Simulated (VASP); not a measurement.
Input of a VASP 6.6.1 run:

File INCAR:

```
PREC = Accurate ; ENCUT = 520
EDIFF = 1E-6 ; ISMEAR = -1
SIGMA = 0.08 ; LREAL = False
LASPH = True ; NELM = 100
ALGO = Normal ; ISIF = 2
LWAVE = False ; LCHARG = False
GGA = PE ; NBANDS = 13
```

File KPOINTS:

```
Automatic mesh
0
Gamma
  13 13 13
```

File POSCAR:

```
AlCo
1.0
    0.0000000000      2.3574903343      2.3574903343
    2.3574903343      0.0000000000      2.3574903343
    2.3574903343      2.3574903343      0.0000000000
Co Al
1 1
Direct
    0.0000000000      0.0000000000      0.0000000000
    0.2500000000      0.2500000000      0.2500000000
```

Potentials or basis: VASP PAW PBE potentials, release 64 (Co, Al).

Launch:

```console
$ cat potpaw_PBE.64/Co/POTCAR potpaw_PBE.64/Al/POTCAR > POTCAR
$ mpirun -np 1 vasp_std > vasp.out
```

(1) What does it give for the band gap on the k mesh?

(2) Estimate the pressure.

## Answers

(1) zero (band 6 reaches 8.20 eV, above the bottom of band 7 at 8.18 eV).

(2) 50.3 GPa.
